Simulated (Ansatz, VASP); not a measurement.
**Se: VASP beside Ansatz**

```
CELL_PARAMETERS angstrom
-1.31266 2.62531 2.62531
2.62531 -1.31266 2.62531
2.62531 2.62531 -1.31266
ATOMIC_POSITIONS crystal
Se 0.50000 0.50000 0.50000
Se 0.75000 0.75000 0.75000
```

Alike in both runs: task single point; functional PBEsol; k mesh 14 × 14 × 14; occupations gaussian, width 0.15 eV; no spin polarisation.

```csv
,VASP,Ansatz
version,VASP 6.6.1,Ansatz 0.2.0
potentials or method,"VASP PAW PBE potentials, release 64 (Se), cutoff 520 eV","scalar-relativistic, plane waves, PAW"
valence electrons in the cell,12,32
```

|  | VASP | Ansatz | Ansatz less VASP |
| --- | --- | --- | --- |
| gap on the k mesh at the Fermi level (eV) | none | none | - |
| rms of the force components (eV/Å) | 18.300 | 16.859 | -1.4408 |

VASP's potentials were made for PBE, not for PBEsol. Atom by atom the forces differ by 1.441 eV/Å (rms over components). A gap of «none» marks a metal or a gap that the smearing closes. VASP's potentials hold 12 valence electrons a cell and Ansatz's 32, so a difference there can come from the potentials and not from the codes.
